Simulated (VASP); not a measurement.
# Ge2Sb2Te5 (P-3m1) in VASP: notebook

Runs on Ge2Sb2Te5. Level: PBEsol. Tasks: single point.

Program: VASP 6.6.1. These are calculated values, not measurements. Logs are shortened: lines on timing, memory, paths and dates and some standing lists are left out, and cuts for length are marked.

## Step 1: The cell of the first run

It takes space group P-3m1 (No. 164, trigonal). The conventional cell has a = 4.169 Å, b = 4.169 Å, c = 16.855 Å, α = 90.00°, β = 90.00°, γ = 120.00°. Ge (site symmetry 3m) has 6 Te at 2.79 to 3.11 Å within 3.7 Å. Within 3.9 Å of Sb (site symmetry 3m) lie 6 Te at 2.98 to 3.12 Å. Within 4.2 Å of Te (site symmetry -3m) lie 6 Sb at 3.12 Å and 6 Te at 4.17 Å. Within 3.9 Å of Te (site symmetry 3m) lie 3 Sb at 2.98 Å and 3 Ge at 3.11 Å. Within 3.7 Å of Te (site symmetry 3m) lie 3 Ge at 2.79 Å and 3 Te at 3.53 Å.

## Step 2: Single point, PBEsol (28.19 Å³/atom)

Input file INCAR:

```
PREC = Accurate
ENCUT = 520
EDIFF = 1E-6
ISMEAR = 0
SIGMA = 0.1
LREAL = F
LASPH = T
NELM = 100
ALGO = Normal
ISIF = 2
LWAVE = F
LCHARG = F
GGA = PS
NBANDS = 44
```

Input file KPOINTS:

```
Automatic mesh
0
Gamma
  12 12 2
```

Input file POSCAR:

```
Ge2Sb2Te5
1.0
    4.1689784872      0.0000000000      0.0000000000
   -2.0844892436      3.6104412778      0.0000000000
    0.0000000000      0.0000000000     16.8546664483
Ge Sb Te
2 2 5
Direct
    0.0000000000      0.0000000000      0.3393357100
    0.0000000000      0.0000000000      0.6606642900
    0.3333333333      0.6666666667      0.1178698473
    0.6666666667      0.3333333333      0.8821301527
    0.0000000000      0.0000000000      0.0000000000
    0.3333333333      0.6666666667      0.7779356319
    0.6666666667      0.3333333333      0.2220643681
    0.3333333333      0.6666666667      0.4233383181
    0.6666666667      0.3333333333      0.5766616819
```

Potentials or basis: VASP PAW PBE potentials, release 64 (Ge_d, Sb, Te).

Started as:

```console
cat potpaw_PBE.64/Ge_d/POTCAR potpaw_PBE.64/Sb/POTCAR potpaw_PBE.64/Te/POTCAR > POTCAR
mpirun -np 1 vasp_std > vasp.out
```

OUTCAR:

```text
PREC = Accurate
   ENCUT = 520
   EDIFF = 1E-6
   ISMEAR = 0
   LREAL = F
   LASPH = T
   NELM = 100
   ISIF = 2
   GGA = PS

 ion  position               nearest neighbor table
   1  0.000  0.000  0.339-   8 2.79   8 2.79   8 2.79   7 3.11   7 3.11   7 3.11
   2  0.000  0.000  0.661-   9 2.79   9 2.79   9 2.79   6 3.11   6 3.11   6 3.11
   3  0.333  0.667  0.118-   7 2.98   7 2.98   7 2.98   5 3.12   5 3.12   5 3.12
   4  0.667  0.333  0.882-   6 2.98   6 2.98   6 2.98   5 3.12   5 3.12   5 3.12
   5  0.000  0.000  0.000-   3 3.12   4 3.12   4 3.12   3 3.12   4 3.12   3 3.12
   6  0.333  0.667  0.778-   4 2.98   4 2.98   4 2.98   2 3.11   2 3.11   2 3.11
   7  0.667  0.333  0.222-   3 2.98   3 2.98   3 2.98   1 3.11   1 3.11   1 3.11
   8  0.333  0.667  0.423-   1 2.79   1 2.79   1 2.79   9 3.53   9 3.53   9 3.53
   9  0.667  0.333  0.577-   2 2.79   2 2.79   2 2.79   8 3.53   8 3.53   8 3.53

  LATTYP: Found a hexagonal cell.
 ALAT       =     4.1689784872
 C/A-ratio  =     4.0428768102

  Lattice vectors:

 A1 = (   4.1689784872,   0.0000000000,   0.0000000000)
 A2 = (  -2.0844892436,   3.6104412778,   0.0000000000)
 A3 = (   0.0000000000,   0.0000000000,  16.8546664483)

Analysis of symmetry for initial positions (statically):
=====================================================================
 Subroutine PRICEL returns:
 Original cell was already a primitive cell.

 Routine SETGRP: Setting up the symmetry group for a
 hexagonal supercell.

 Subroutine GETGRP returns: Found 12 space group operations
 (whereof 12 operations were pure point group operations)
 out of a pool of 24 trial point group operations.

The static configuration has the point symmetry D_3d.

Analysis of symmetry for dynamics (positions and initial velocities):
=====================================================================
 Subroutine PRICEL returns:
 Original cell was already a primitive cell.

 Routine SETGRP: Setting up the symmetry group for a
 hexagonal supercell.

 Subroutine GETGRP returns: Found 12 space group operations
 (whereof 12 operations were pure point group operations)
 out of a pool of 24 trial point group operations.

The dynamic configuration has the point symmetry D_3d.

 Subroutine INISYM returns: Found 12 space group operations
 (whereof 12 operations are pure point group operations),
[... 109 lines left out ...]
   NELM   =    100;   NELMIN=  2; NELMDL= -5     # of ELM steps
   EDIFF  = 0.1E-05   stopping-criterion for ELM
   LREAL  =      F    real-space projection
   EDIFFG = 0.1E-04   stopping-criterion for IOM
   NSW    =      0    number of steps for IOM
   IBRION =     -1    ionic relax: 0-MD 1-quasi-New 2-CG
   NFREE  =      0    steps in history (QN), initial steepest desc. (CG)
   ISIF   =      2    stress and relaxation
   ISYM   =      2    0-nonsym 1-usesym 2-fastsym
   POTIM  = 0.5000    time-step for ionic-motion
   TEBEG  =    0.0;   TEEND  =   0.0 temperature during run
   PSTRESS=    0.0 pullay stress
   NELECT =      68.0000    total number of electrons
   NUPDOWN=      -1.0000    fix difference up-down
   EMIN   =  10.00;   EMAX   =-10.00  energy-range for DOS
   EFERMI =   0.00;   METHOD = LEGACY
   ISMEAR =     0;   SIGMA  =   0.10  broadening in eV -4-tet -1-fermi 0-gaus
   EFERMI_NEDOS =   21; number of points for ismear=-14 and -15
   IALGO  =     38    algorithm
   IMIX   =      4    mixing-type and parameters
     AMIX     =   0.40;   BMIX     =  1.00
     AMIX_MAG =   1.60;   BMIX_MAG =  1.00
  volume/ion in A,a.u.               =      28.19       190.22
  Fermi-wavevector in a.u.,A,eV,Ry     =   1.055539  1.994680 15.159113  1.114163
  Thomas-Fermi vector in A             =   2.190741
   LORBIT       =      0    0 simple, 1 ext, 2 COOP (PROOUT), +10 PAW based schemes
   GGA     = PS    functional components
   LHFCALC =     F    Hartree Fock is set to
   AEXX    =    0.0000 exact exchange contribution
   IVDW    =     0    specifies the selected vdW correction
   LEPSILON=     F    determine dielectric tensor
   LRPA    =     F    only Hartree local field effects (RPA)
 non-spin polarized calculation
 Gauss-broadening in eV      SIGMA  =   0.10
  energy-cutoff  :      520.00
  volume of cell :      253.69
 maximum number of plane-waves:      6870
 NGX is ok and might be reduce to    32
   NGX = 15   NGY = 15   NGZ = 63

 number of electron      68.0000013 magnetization

 Free energy of the ion-electron system (eV)
  ---------------------------------------------------
  ext. energy  EPLUGINS =         0.00000000
  ---------------------------------------------------
  free energy    TOTEN  =       -37.39712587 eV

  energy without entropy =      -37.39014927  energy(sigma->0) =      -37.39363757

 E-fermi :   7.1263     XC(G=0):  -9.9014

 val. band max:        7.1115281661   @ k =   0.0833   0.0000   0.5000
 cond. band min:       7.1456944919   @ k =   0.4167  -0.0000   0.5000
 fundamental gap:      0.0341663257
 Fermi energy:         7.1262879014

 k-point     1 :       0.0000    0.0000    0.0000
  band No.  band energies     occupation
      1     -17.7071      2.00000
      2     -17.7071      2.00000
      3     -17.7071      2.00000
      4     -17.7071      2.00000
      5     -17.6938      2.00000
      6     -17.6938      2.00000
[... 1117 lines left out ...]
     43      10.1441      0.00000
     44      10.2576      0.00000

 [... further k-points ...]
[... 5 lines left out ...]
  --------------------------------------------------------------------------------------
  -------------------------------------------------------------------------------------
  Total        2.2432349      2.2432349      2.2574067      0.0000000     -0.0000000      0.0000000
  in kB       14.1669131     14.1669131     14.2564139      0.0000000     -0.0000000      0.0000000
  external PRESSURE =      14.1967467 kB  Pullay stress =       0.0000000 kB

 VOLUME and BASIS-vectors are now :
 -----------------------------------------------------------------------------
  energy-cutoff  :      520.00
  volume of cell :      253.69
      direct lattice vectors                 reciprocal lattice vectors
     4.168978487  0.000000000  0.000000000     0.239866913  0.138487227  0.000000000
    -2.084489244  3.610441278  0.000000000     0.000000000  0.276974454  0.000000000
     0.000000000  0.000000000 16.854666448     0.000000000  0.000000000  0.059330750

 POSITION                                       TOTAL-FORCE (eV/Angst)
 -----------------------------------------------------------------------------------
      0.00000      0.00000      5.71939         0.000000      0.000000     -0.021107
      0.00000      0.00000     11.13528        -0.000000     -0.000000      0.021107
     -0.00000      2.40696      1.98666        -0.000000      0.000000     -0.023878
      2.08449      1.20348     14.86801         0.000000     -0.000000      0.023878
      0.00000      0.00000      0.00000        -0.000000      0.000000      0.000000
     -0.00000      2.40696     13.11185        -0.000000     -0.000000     -0.027084
      2.08449      1.20348      3.74282         0.000000      0.000000      0.027084
     -0.00000      2.40696      7.13523        -0.000000     -0.000000      0.025147
      2.08449      1.20348      9.71944         0.000000     -0.000000     -0.025147
 -----------------------------------------------------------------------------------
    total drift:                                0.000000     -0.000000      0.000000

  FREE ENERGIE OF THE ION-ELECTRON SYSTEM (eV)
  ---------------------------------------------------
  free  energy   TOTEN  =       -37.3971258660 eV

  energy  without entropy=      -37.3901492651  energy(sigma->0) =      -37.39363757
```

OSZICAR:

```text
N       E                     dE             d eps       ncg     rms          rms(c)
DAV:   1     0.607027954550E+03    0.60703E+03   -0.27406E+04  4200   0.212E+03
[... 15 lines left out ...]
DAV:  17    -0.373971890871E+02   -0.24418E-04   -0.20136E-04  4144   0.593E-02    0.298E-01
DAV:  18    -0.373971907895E+02   -0.17024E-05   -0.45974E-05  3804   0.216E-02    0.318E-01
DAV:  19    -0.373971869898E+02    0.37997E-05   -0.18084E-06  2680   0.718E-03    0.307E-01
DAV:  20    -0.373971619679E+02    0.25022E-04   -0.83247E-06  3576   0.981E-03    0.237E-01
DAV:  21    -0.373971243318E+02    0.37636E-04   -0.78727E-05  4036   0.329E-02    0.500E-02
DAV:  22    -0.373971258982E+02   -0.15664E-05   -0.11481E-05  3468   0.113E-02    0.489E-02
DAV:  23    -0.373971258660E+02    0.32196E-07   -0.28414E-07  2020   0.320E-03
   1 F= -.37397126E+02 E0= -.37393638E+02  d E =-.697660E-02
```

Run time: 9 min. Hardware: 1 thread of Intel Xeon Platinum 8488C (Sapphire Rapids), shared host; peak memory 0.59 GiB.

What came out:

* Free energy: -37.3971 eV
* Pressure: 1.4 GPa
* Largest force: 0.027 eV/Å
* Band gap on the k mesh: zero (bands 34 and 35 overlap by 0.07 eV)

Forces on the atoms (eV/Å):
```
Ge   0.000  0.000 -0.021
Ge   0.000  0.000  0.021
Sb   0.000  0.000 -0.024
Sb   0.000  0.000  0.024
Te   0.000  0.000  0.000
Te   0.000  0.000 -0.027
Te   0.000  0.000  0.027
Te   0.000  0.000  0.025
Te   0.000  0.000 -0.025
```

Levels at points of the mesh, in eV from the Fermi level:
| k point | band 30 | band 31 | band 32 | band 33 | band 34 | band 35 | band 36 | band 37 | band 38 | band 39 |
| --- | --- | --- | --- | --- | --- | --- | --- | --- | --- | --- |
| (0.00, 0.00, 0.00) | -1.48 | -1.48 | -1.27 | -0.94 | -0.06 | -0.03 | -0.03 | 0.62 | 0.95 | 0.95 |
| (0.50, 0.00, 0.00) | -2.41 | -2.06 | -1.98 | -1.23 | -1.07 | 0.13 | 0.57 | 0.66 | 1.48 | 1.58 |
| (0.00, 0.00, 0.50) | -1.61 | -1.56 | -1.56 | -0.86 | -0.08 | 0.04 | 0.04 | 0.66 | 0.77 | 0.77 |
| (0.50, 0.00, 0.50) | -2.73 | -2.39 | -2.13 | -1.71 | -0.43 | -0.02 | 0.31 | 1.04 | 1.64 | 1.82 |

Caveat: the PAW data sets were made with another functional, which shifts forces and pressure a little; spin-orbit coupling is left out, which moves the levels of the heavy elements.

## Step 3: Single point, PBEsol

This run uses another cell than the first one, of 29.06 Å³/atom.

Input file INCAR:

```
ALGO = Normal
EDIFF = 1E-6
ENCUT = 520
GGA = PS
ISIF = 2
ISMEAR = 0
LASPH = T
LCHARG = F
LREAL = F
LWAVE = F
NBANDS = 44
NELM = 60
PREC = Accurate
SIGMA = 0.01
```

Input file KPOINTS:

```
k-points
0
Gamma
  12 12 2
```

Input file POSCAR:

```
Ge2Sb2Te5
1.0
    4.2024591227      0.0000000000      0.0000000000
   -2.1012295613      3.6394363586      0.0000000000
    0.0000000000      0.0000000000     17.0999746121
Ge Sb Te
2 2 5
Direct
    0.0000000000      0.0000000000      0.3380947264
    0.0000000000      0.0000000000      0.6619052736
    0.3333333333      0.6666666667      0.1167361260
    0.6666666667      0.3333333333      0.8832638740
    0.0000000000      0.0000000000      0.0000000000
    0.3333333333      0.6666666667      0.7810729930
    0.6666666667      0.3333333333      0.2189270070
    0.3333333333      0.6666666667      0.4207070630
    0.6666666667      0.3333333333      0.5792929370
```

Potentials or basis: VASP PAW PBE potentials, release 64 (Ge_d, Sb, Te).

Started as:

```console
cat potpaw_PBE.64/Ge_d/POTCAR potpaw_PBE.64/Sb/POTCAR potpaw_PBE.64/Te/POTCAR > POTCAR
mpirun -np 1 vasp_std > vasp.out
```

Run time: 5.3 min. Hardware: 1 thread of Intel Xeon Platinum 8488C (Sapphire Rapids), shared host; peak memory 0.58 GiB.

It converged, with:

- Free energy: -37.4255 eV
- Pressure: 0.0 GPa
- Largest force: 0.031 eV/Å
- Band gap on the k mesh: zero (bands 34 and 35 overlap by 0.04 eV)

Forces on the atoms (eV/Å):
```
Ge   0.000  0.000 -0.015
Ge   0.000  0.000  0.015
Sb   0.000  0.000 -0.031
Sb   0.000  0.000  0.031
Te   0.000  0.000  0.000
Te   0.000  0.000 -0.031
Te   0.000  0.000  0.031
Te   0.000  0.000  0.018
Te   0.000  0.000 -0.018
```

Levels at points of the mesh, in eV from the Fermi level:
```csv
k point,band 30,band 31,band 32,band 33,band 34,band 35,band 36,band 37,band 38,band 39
"(0.00, 0.00, 0.00)",-1.48,-1.48,-1.33,-1.03,-0.12,0.00,0.00,0.53,0.96,0.96
"(0.50, 0.00, 0.00)",-2.42,-2.03,-1.92,-1.23,-1.14,0.20,0.56,0.59,1.42,1.64
"(0.00, 0.00, 0.50)",-1.62,-1.55,-1.55,-0.95,-0.13,0.05,0.05,0.54,0.81,0.81
"(0.50, 0.00, 0.50)",-2.65,-2.35,-2.08,-1.72,-0.50,-0.03,0.38,0.99,1.59,1.84
```

Caveat: the PAW data sets were made with another functional, which shifts forces and pressure a little; spin-orbit coupling is left out, which moves the levels of the heavy elements.

## Step 4: Single point, PBEsol

This run uses another cell than the first one, of 29.06 Å³/atom.

Input file INCAR:

```
  PREC = Accurate
  ENCUT = 520
  EDIFF = 1E-6
  ISMEAR = 0
  SIGMA = 0.1
  LREAL = F
  LASPH = T
  NELM = 60
  ALGO = Normal
  ISIF = 2
  LWAVE = F
  LCHARG = T
  GGA = PS
  LELF = T
  LVHAR = T
  NBANDS = 44
```

Input file KPOINTS:

```
regular mesh
0
Gamma
  12 12 2
```

Input file POSCAR:

```
Ge2Sb2Te5
1.0
    4.2017340030      0.0000000000      0.0000000000
   -2.1008670015      3.6388083866      0.0000000000
    0.0000000000      0.0000000000     17.1060849973
Ge Sb Te
2 2 5
Direct
    0.0000000000      0.0000000000      0.3381076148
    0.0000000000      0.0000000000      0.6618923852
    0.3333333333      0.6666666667      0.1166940764
    0.6666666667      0.3333333333      0.8833059236
    0.0000000000      0.0000000000      0.0000000000
    0.3333333333      0.6666666667      0.7810582580
    0.6666666667      0.3333333333      0.2189417420
    0.3333333333      0.6666666667      0.4206821847
    0.6666666667      0.3333333333      0.5793178153
```

Started as:

```console
cat potpaw_PBE.64/Ge_d/POTCAR potpaw_PBE.64/Sb/POTCAR potpaw_PBE.64/Te/POTCAR > POTCAR
mpirun -np 1 vasp_std > vasp.out
```

Run time: 6.7 min. Hardware: 1 thread of Intel Xeon Platinum 8488C (Sapphire Rapids), shared host; peak memory 0.59 GiB.

Results (log left out):

* Free energy: -37.4295 eV
* Pressure: 0.2 GPa
* Largest force: 0.026 eV/Å
* Band gap on the k mesh: zero (bands 34 and 35 overlap by 0.04 eV)

Forces on the atoms (eV/Å):
```
Ge   0.000  0.000 -0.016
Ge   0.000  0.000  0.016
Sb   0.000  0.000 -0.020
Sb   0.000  0.000  0.020
Te   0.000  0.000  0.000
Te   0.000  0.000 -0.026
Te   0.000  0.000  0.026
Te   0.000  0.000  0.019
Te   0.000  0.000 -0.019
```

Levels at points of the mesh, in eV from the Fermi level:
| k point | band 30 | band 31 | band 32 | band 33 | band 34 | band 35 | band 36 | band 37 | band 38 | band 39 |
| --- | --- | --- | --- | --- | --- | --- | --- | --- | --- | --- |
| (0.00, 0.00, 0.00) | -1.47 | -1.47 | -1.32 | -1.02 | -0.11 | 0.01 | 0.01 | 0.54 | 0.97 | 0.97 |
| (0.50, 0.00, 0.00) | -2.41 | -2.02 | -1.91 | -1.22 | -1.13 | 0.21 | 0.57 | 0.60 | 1.43 | 1.65 |
| (0.00, 0.00, 0.50) | -1.61 | -1.54 | -1.54 | -0.94 | -0.12 | 0.06 | 0.06 | 0.55 | 0.82 | 0.82 |
| (0.50, 0.00, 0.50) | -2.64 | -2.34 | -2.07 | -1.71 | -0.50 | -0.02 | 0.39 | 0.99 | 1.60 | 1.85 |

Caveat: the PAW data sets were made with another functional, which shifts forces and pressure a little; spin-orbit coupling is left out, which moves the levels of the heavy elements.

## Step 5: Overview

| cell | smearing | gap on the mesh (eV) | pressure (GPa) | largest force (eV/Å) |
| --- | --- | --- | --- | --- |
| a = 4.169, b = 4.169, c = 16.855 Å, angles 90.0, 90.0, 120.0°, 9 atoms, atomic positions A | gaussian 0.1 eV | none | 1.4 | 0.03 |
| a = 4.202, b = 4.202, c = 17.100 Å, angles 90.0, 90.0, 120.0°, 9 atoms, atomic positions B | gaussian 0.01 eV | none | 0.0 | 0.03 |
| a = 4.202, b = 4.202, c = 17.106 Å, angles 90.0, 90.0, 120.0°, 9 atoms, atomic positions C | gaussian 0.1 eV | none | 0.2 | 0.03 |

Alike in all rows: task single point; level PBEsol; potentials or basis VASP PAW PBE potentials, release 64 (Ge_d, Sb, Te); no spin polarisation; k mesh 12 × 12 × 2; cutoff (eV) 520.

Caveats: the PAW data sets were made with another functional, which shifts forces and pressure a little; spin-orbit coupling is left out, which moves the levels of the heavy elements.

Absolute energies hang on the potentials; compare differences alone.

The gap in the log of VASP goes by the Fermi energy; the results here count the filled bands.